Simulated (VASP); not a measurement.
Ga3Se:

```
CELL_PARAMETERS angstrom
4.51940 0.00000 0.00000
0.00000 4.51940 0.00000
0.00000 0.00000 4.51940
ATOMIC_POSITIONS crystal
Se 0.00000 0.00000 0.00000
Ga 0.50000 0.50000 0.00000
Ga 0.50000 0.00000 0.50000
Ga 0.00000 0.50000 0.50000
```

Base run:

| Quantity | Value |
| --- | --- |
| Program | VASP 6.6.1 |
| Functional | r2SCAN |
| Potentials or basis | VASP PAW PBE potentials, release 64 (Se, Ga_d) |
| Cutoff | 520 eV |
| k mesh | 6 × 6 × 6 |
| Occupations | fermi-dirac, width 0.05 eV |
| Spin | no spin polarisation |

Its results: pressure -3.3 GPa.

Task: After a change of settings the same cell gave: pressure -5.2 GPa. Which change was it?
A. functional from r2SCAN to PBEsol
B. functional from r2SCAN to LDA; potentials or basis from VASP PAW PBE potentials, release 64 (Se, Ga_d) to VASP PAW LDA potentials, release 64 (Se, Ga_d)
C. functional from r2SCAN to PBE; further incar settings from ALGO = Normal; EDIFF = 1e-06; NBANDS = 30 to ALGO = Normal; EDIFF = 1e-07; NBANDS = 30

Result: A.

Caveats: the PAW data sets were made with another functional, which shifts forces and pressure a little.
